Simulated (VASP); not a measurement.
# Sb (P2_1/m) in VASP: notebook

Runs on Sb. Level: PBEsol. Tasks: single point.

Everything below comes from runs of VASP 6.6.1. Logs are shortened: lines on timing, memory, paths and dates and some standing lists are left out, and cuts for length are marked.

**1. The cell of the first run**

It takes space group P2_1/m (No. 11, monoclinic). Conventional cell: a = 3.297 Å, b = 5.470 Å, c = 3.355 Å, α = 90.00°, β = 118.27°, γ = 90.00°. Within 4.3 Å of Sb (site symmetry m) lie 12 Sb at 3.30 to 3.41 Å.

**2. Single point, PBEsol**

Contents of INCAR:

```
SYSTEM = Sb
PREC = Accurate ; ENCUT = 520
EDIFF = 1E-7 ; ISMEAR = -1
SIGMA = 0.05 ; LREAL = .False.
LASPH = .True. ; NELM = 60
ALGO = Normal ; ISIF = 2
LWAVE = .False. ; LCHARG = .True.
GGA = PS ; LELF = .True.
LVHAR = .True. ; NBANDS = 12
```

Contents of KPOINTS:

```
regular mesh
0
Gamma
  9 9 5
  0 0 0
```

Contents of POSCAR:

```
Sb
1.0
    3.3545324186     -0.0670906484      0.0000000000
   -1.7353684151      2.9386556165      0.0000000000
    0.0000000000      0.0000000000      5.4701606500
Sb
2
Direct
    0.6666666667      0.3333333333      0.7500000000
    0.3333333333      0.6666666667      0.2500000000
```

Potentials or basis: VASP PAW PBE potentials, release 64 (Sb).

Command:

```bash
$ cat potpaw_PBE.64/Sb/POTCAR > POTCAR
$ mpirun -np 1 vasp_std > vasp.out
```

OUTCAR:

```text
SYSTEM = Sb
   PREC = Accurate
   ENCUT = 520
   EDIFF = 1E-7
   ISMEAR = -1
   LREAL = .False.
   LASPH = .True.
   NELM = 60
   ISIF = 2
   GGA = PS

 ion  position               nearest neighbor table
   1  0.667  0.333  0.750-   2 3.33   2 3.33   2 3.35   2 3.35   2 3.37   2 3.37
   2  0.333  0.667  0.250-   1 3.33   1 3.33   1 3.35   1 3.35   1 3.37   1 3.37

  LATTYP: Found a simple monoclinic cell.
 ALAT       =     3.2966008913
 B/A-ratio  =     1.6593336077
 C/A-ratio  =     1.0177766034
 COS(beta)  =    -0.4736455831

  Lattice vectors:

 A1 = (   1.6191640035,   2.8715649681,   0.0000000000)
 A2 = (   0.0000000000,   0.0000000000,  -5.4701606500)
 A3 = (  -3.3545324186,   0.0670906484,   0.0000000000)

Analysis of symmetry for initial positions (statically):
=====================================================================
 Subroutine PRICEL returns:
 Original cell was already a primitive cell.

 Routine SETGRP: Setting up the symmetry group for a
 simple monoclinic supercell.

 Subroutine GETGRP returns: Found  4 space group operations
 (whereof  2 operations were pure point group operations)
 out of a pool of  4 trial point group operations.

The static configuration has the point symmetry S_2 .
 The point group associated with its full space group is C_2h.

Analysis of symmetry for dynamics (positions and initial velocities):
=====================================================================
 Subroutine PRICEL returns:
 Original cell was already a primitive cell.

 Routine SETGRP: Setting up the symmetry group for a
 simple monoclinic supercell.

 Subroutine GETGRP returns: Found  4 space group operations
 (whereof  2 operations were pure point group operations)
 out of a pool of  4 trial point group operations.

The dynamic configuration has the point symmetry S_2 .
 The point group associated with its full space group is C_2h.

 Subroutine INISYM returns: Found  4 space group operations
 (whereof  2 operations are pure point group operations),
 and found     1 'primitive' translations

----------------------------------------------------------------------------------------

                                     Primitive cell

  volume of cell :      53.2870

  direct lattice vectors                    reciprocal lattice vectors
     3.354532419 -0.067090648  0.000000000     0.301667016  0.178143845  0.000000000
    -1.735368415  2.938655617  0.000000000     0.006887175  0.344358754  0.000000000
     0.000000000  0.000000000  5.470160650     0.000000000  0.000000000  0.182809987

  length of vectors
     3.355203258  3.412799491  5.470160650     0.350340147  0.344427619  0.182809987

  position of ions in fractional coordinates (direct lattice)
     0.666666667  0.333333333  0.750000000
     0.333333333  0.666666667  0.250000000

  ion indices of the primitive-cell ions
   primitive index   ion index
                 1           1
                 2           2

----------------------------------------------------------------------------------------

 KPOINTS: regular mesh

Automatic generation of k-mesh.
 Grid dimensions read from file:
 generate k-points for:    9    9    5

 Generating k-lattice:

  Cartesian coordinates                     Fractional coordinates (reciprocal lattice)
     0.033518557  0.019793761  0.000000000     0.111111111  0.000000000  0.000000000
     0.000765242  0.038262084  0.000000000     0.000000000  0.111111111  0.000000000
     0.000000000  0.000000000  0.036561997     0.000000000  0.000000000  0.200000000

  Length of vectors
     0.038926683  0.038269735  0.036561997

  Shift w.r.t. Gamma in fractional coordinates (k-lattice)
     0.000000000  0.000000000  0.000000000

 Subroutine IBZKPT returns following result:
 ===========================================

 Found    123 irreducible k-points:

 Following reciprocal coordinates:
            Coordinates               Weight
  0.000000  0.000000  0.000000      1.000000
  0.111111  0.000000  0.000000      2.000000
  0.222222  0.000000  0.000000      2.000000
  0.333333  0.000000  0.000000      2.000000
  0.444444  0.000000  0.000000      2.000000
  0.000000  0.111111  0.000000      2.000000
[... 16 lines left out ...]
 -0.111111  0.222222  0.000000      2.000000
  0.000000  0.333333  0.000000      2.000000
 [... further k-points ...]
   k-points           NKPTS =    123   k-points in BZ     NKDIM =    123   number of bands    NBANDS=     12
   number of dos      NEDOS =    301   number of ions     NIONS =      2
   total plane-waves  NPLWV =  32928
   dimension x,y,z NGX =    28 NGY =   28 NGZ =   42
   dimension x,y,z NGXF=    56 NGYF=   56 NGZF=   84
   ions per type =               2
   NGX,Y,Z   is equivalent  to a cutoff of  13.87, 13.64, 12.76 a.u.
   NGXF,Y,Z  is equivalent  to a cutoff of  27.75, 27.28, 25.53 a.u.
 SYSTEM =  Sb
   PREC   = accura    normal or accurate (medium, high low for compatibility)
   ISTART =      0    job   : 0-new  1-cont  2-samecut
   ICHARG =      2    charge: 1-file 2-atom 10-const
   ISPIN  =      1    spin polarized calculation?
   LNONCOLLINEAR =      F non collinear calculations
   LSORBIT =      F    spin-orbit coupling
   LASPH  =      T    aspherical Exc in radial PAW
   ENCUT  =  520.0 eV  38.22 Ry    6.18 a.u.   6.24  6.35 10.17*2*pi/ulx,y,z
   NELM   =     60;   NELMIN=  2; NELMDL= -5     # of ELM steps
   EDIFF  = 0.1E-06   stopping-criterion for ELM
   LREAL  =      F    real-space projection
   EDIFFG = 0.1E-05   stopping-criterion for IOM
   NSW    =      0    number of steps for IOM
   IBRION =     -1    ionic relax: 0-MD 1-quasi-New 2-CG
   NFREE  =      0    steps in history (QN), initial steepest desc. (CG)
   ISIF   =      2    stress and relaxation
   ISYM   =      2    0-nonsym 1-usesym 2-fastsym
   POTIM  = 0.5000    time-step for ionic-motion
   TEBEG  =    0.0;   TEEND  =   0.0 temperature during run
   PSTRESS=    0.0 pullay stress
   NELECT =      10.0000    total number of electrons
   NUPDOWN=      -1.0000    fix difference up-down
   EMIN   =  10.00;   EMAX   =-10.00  energy-range for DOS
   EFERMI =   0.00;   METHOD = LEGACY
   ISMEAR =    -1;   SIGMA  =   0.05  broadening in eV -4-tet -1-fermi 0-gaus
   EFERMI_NEDOS =   21; number of points for ismear=-14 and -15
   IALGO  =     38    algorithm
   IMIX   =      4    mixing-type and parameters
     AMIX     =   0.40;   BMIX     =  1.00
     AMIX_MAG =   1.60;   BMIX_MAG =  1.00
  volume/ion in A,a.u.               =      26.64       179.80
  Fermi-wavevector in a.u.,A,eV,Ry     =   0.937277  1.771196 11.952551  0.878488
  Thomas-Fermi vector in A             =   2.064371
   LORBIT       =      0    0 simple, 1 ext, 2 COOP (PROOUT), +10 PAW based schemes
   GGA     = PS    functional components
   LHFCALC =     F    Hartree Fock is set to
   AEXX    =    0.0000 exact exchange contribution
   IVDW    =     0    specifies the selected vdW correction
   LEPSILON=     F    determine dielectric tensor
   LRPA    =     F    only Hartree local field effects (RPA)
 non-spin polarized calculation
  energy-cutoff  :      520.00
  volume of cell :       53.29
 maximum number of plane-waves:      1450
 NGX is ok and might be reduce to    28
   NGX = 13   NGY = 13   NGZ = 21

 number of electron      10.0000000 magnetization

 Free energy of the ion-electron system (eV)
  ---------------------------------------------------
  ext. energy  EPLUGINS =         0.00000000
  ---------------------------------------------------
  free energy    TOTEN  =        -8.67372828 eV

  energy without entropy =       -8.66175689  energy(sigma->0) =       -8.66774259

 E-fermi :   8.4386     XC(G=0): -10.3785

 val. band max:        8.4352716015   @ k =   0.2222   0.3333   0.2000
 cond. band min:       8.4884210415   @ k =   0.1111   0.1111   0.0000
 fundamental gap:      0.0531494400
 Fermi energy:         8.4385931530

 k-point     1 :       0.0000    0.0000    0.0000
  band No.  band energies     occupation
      1      -4.5103      2.00000
      2      -0.6819      2.00000
      3       2.6163      2.00000
      4      11.8575      0.00000
      5      12.3595      0.00000
      6      13.4706      0.00000
      7      13.9952      0.00000
      8      14.0147      0.00000
      9      16.2890      0.00000
     10      17.5270      0.00000
     11      18.1343      0.00000
     12      18.8892      0.00000

 k-point     2 :       0.1111    0.0000    0.0000
  band No.  band energies     occupation
      1      -4.2823      2.00000
      2      -0.4799      2.00000
      3       2.8538      2.00000
      4      10.4944      0.00000
      5      11.1096      0.00000
      6      12.7134      0.00000
      7      13.6134      0.00000
      8      13.7725      0.00000
      9      16.2637      0.00000
     10      17.5864      0.00000
     11      18.3902      0.00000
     12      18.6168      0.00000

 k-point     3 :       0.2222    0.0000    0.0000
  band No.  band energies     occupation
      1      -3.6029      2.00000
      2       0.0996      2.00000
      3       3.5563      2.00000
      4       7.5679      2.00000
      5       9.9223      0.00000
      6      10.4710      0.00000
      7      12.7133      0.00000
      8      13.0337      0.00000
      9      14.4046      0.00000
     10      17.0070      0.00000
     11      17.7389      0.00000
     12      18.3314      0.00000
[... 286 lines left out ...]
 k-point    23 :      -0.1111    0.2222    0.0000
  band No.  band energies     occupation
      1      -3.8815      2.00000
      2      -0.1484      2.00000
      3       3.2714      2.00000
      4       8.4219      1.16505
      5       9.4255      0.00000
      6      11.9510      0.00000
      7      12.8120      0.00000
      8      13.0116      0.00000
      9      16.5928      0.00000
     10      17.0336      0.00000
     11      17.2898      0.00000
     12      17.9875      0.00000

 k-point    24 :       0.0000    0.3333    0.0000
  band No.  band energies     occupation
      1      -2.5798      2.00000
      2       0.7683      2.00000
      3       4.6008      2.00000
      4       4.8636      2.00000
      5       7.9190      1.99994
      6       9.4044      0.00000
      7      10.6256      0.00000
      8      12.6669      0.00000
      9      13.5044      0.00000
     10      16.3343      0.00000
     11      17.4957      0.00000
     12      18.0421      0.00000

 [... further k-points ...]

------------------------ aborting loop because EDIFF is reached ----------------------------------------

  FORCE on cell =-STRESS in cart. coord.  units (eV):
  Direction    XX          YY          ZZ          XY          YZ          ZX
  --------------------------------------------------------------------------------------
  -------------------------------------------------------------------------------------
  Total       -0.4815289     -0.5057824     -0.5285596      0.4091775      0.0000000      0.0000000
  in kB      -14.4781142    -15.2073443    -15.8921845     12.3027280      0.0000000      0.0000000
  external PRESSURE =     -15.1925476 kB  Pullay stress =       0.0000000 kB

 VOLUME and BASIS-vectors are now :
 -----------------------------------------------------------------------------
  energy-cutoff  :      520.00
  volume of cell :       53.29
      direct lattice vectors                 reciprocal lattice vectors
     3.354532419 -0.067090648  0.000000000     0.301667016  0.178143845  0.000000000
    -1.735368415  2.938655617  0.000000000     0.006887175  0.344358754  0.000000000
     0.000000000  0.000000000  5.470160650     0.000000000  0.000000000  0.182809987

 POSITION                                       TOTAL-FORCE (eV/Angst)
 -----------------------------------------------------------------------------------
      1.65790      0.93482      4.10262        -0.037404      0.004428      0.000000
     -0.03873      1.93674      1.36754         0.037404     -0.004428      0.000000
 -----------------------------------------------------------------------------------
    total drift:                                0.000000     -0.000000     -0.000000

  FREE ENERGIE OF THE ION-ELECTRON SYSTEM (eV)
  ---------------------------------------------------
  free  energy   TOTEN  =        -8.6737282835 eV

  energy  without entropy=       -8.6617568909  energy(sigma->0) =       -8.66774259
```

Wall time 33 s (1 thread of Intel Xeon Platinum 8488C (Sapphire Rapids), shared host); peak memory 0.21 GiB.

Results:

| Quantity | Value |
| --- | --- |
| Free energy | -8.6737 eV |
| Pressure | -1.5 GPa |
| Largest force | 0.038 eV/Å |
| Band gap on the k mesh | zero (band 5 reaches 12.41 eV, above the bottom of band 6 at 5.75 eV) |

Forces in eV/Å, atoms in the order of the input:
```
Sb  -0.037  0.004  0.000
Sb   0.037 -0.004  0.000
```

Caveat: the PAW data sets were made with another functional, which shifts forces and pressure a little; spin-orbit coupling is left out, which moves the levels of the heavy elements.

**3. Single point, PBEsol**

Contents of INCAR:

```
ALGO     = Normal         # electronic algorithm
EDIFF    = 1E-7           # SCF threshold, eV
ENCUT    = 520            # plane-wave cutoff, eV
GGA      = PS             # functional
ISIF     = 2              # what is computed and relaxed
ISMEAR   = -1             # smearing method
LASPH    = True           # aspherical terms in the spheres
LCHARG   = False          # write CHGCAR
LREAL    = False          # projectors in reciprocal space
LWAVE    = False          # write WAVECAR
NBANDS   = 12             # bands
NELM     = 100            # most SCF steps
PREC     = Accurate       # precision mode
SIGMA    = 0.05           # smearing width, eV
```

Contents of KPOINTS:

```
k-points
0
Gamma
  9 9 5
```

Contents of POSCAR:

```
Sb
1.0
    3.3545324186     -0.0335453242      0.0000000000
   -1.7063173122      2.9218829544      0.0000000000
    0.0000000000      0.0000000000      5.4701606500
Sb
2
Direct
    0.6666666667      0.3333333333      0.7500000000
    0.3333333333      0.6666666667      0.2500000000
```

Potentials or basis: VASP PAW PBE potentials, release 64 (Sb).

Command:

```bash
$ cat potpaw_PBE.64/Sb/POTCAR > POTCAR
$ mpirun -np 1 vasp_std > vasp.out
```

Wall time 31 s (1 thread of Intel Xeon Platinum 8488C (Sapphire Rapids), shared host); peak memory 0.21 GiB.

It converged, with:

* Free energy: -8.6801 eV
* Pressure: -1.6 GPa
* Largest force: 0.021 eV/Å
* Band gap on the k mesh: zero (band 5 reaches 12.54 eV, above the bottom of band 6 at 5.74 eV)

Forces in eV/Å, atoms in the order of the input:
```
Sb  -0.021  0.001  0.000
Sb   0.021 -0.001  0.000
```

Stress tensor (GPa, compression positive):
```
-1.54  0.66  0.00
 0.66 -1.53  0.00
 0.00  0.00 -1.77
```

Levels at points of the mesh, in eV from the Fermi level:
| k point | band 1 | band 2 | band 3 | band 4 | band 5 | band 6 | band 7 | band 8 | band 9 | band 10 |
| --- | --- | --- | --- | --- | --- | --- | --- | --- | --- | --- |
| (0.00, 0.00, 0.00) | -12.93 | -9.10 | -5.80 | 3.57 | 3.82 | 5.20 | 5.47 | 5.58 | 7.83 | 9.07 |

Caveat: the PAW data sets were made with another functional, which shifts forces and pressure a little; spin-orbit coupling is left out, which moves the levels of the heavy elements.
